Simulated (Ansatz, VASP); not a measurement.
**Nb5O in VASP and in Ansatz**

```
CELL_PARAMETERS angstrom
0.00000 3.48306 3.48306
3.48306 0.00000 3.48306
3.48306 3.48306 0.00000
ATOMIC_POSITIONS crystal
Nb 0.75000 0.75000 0.75000
Nb 0.37597 0.37597 0.87208
Nb 0.37597 0.87208 0.37597
Nb 0.37597 0.37597 0.37597
Nb 0.87208 0.37597 0.37597
O 0.00000 0.00000 0.00000
```

Change from the starting cell: species swapped into the ErCu5 type (F-43m, No. 216).

Alike in both runs: task relaxation of cell and atoms; functional PBE; k mesh 4 × 4 × 4; occupations gaussian, width 0.1 eV; no spin polarisation.

```csv
,VASP,Ansatz
version,VASP 6.6.1,Ansatz 0.2.0
potentials or method,"VASP PAW PBE potentials, release 64 (Nb_sv, O), cutoff 600 eV","scalar-relativistic, plane waves, PAW"
valence electrons in the cell,71,71
```

Ansatz gave:

* gap on the k mesh at the Fermi level, each at its own relaxed structure (eV): none
* relaxed volume (Å³/atom): 18.38
* relaxed length of the cell vector where the two differ most in proportion (Å): 5.382

**Question.** Which values does VASP return?

**Answer.** gap on the k mesh at the Fermi level, each at its own relaxed structure (eV): none; relaxed volume (Å³/atom): 18.34; relaxed length of the cell vector where the two differ most in proportion (Å): 5.379.

A gap of «none» marks a metal or a gap that the smearing closes.

The k mesh is coarse, so the values compare programs but aren't converged. Noted on VASP's run: the volume moved by over 15 % at a fixed basis, so the end points are rough.
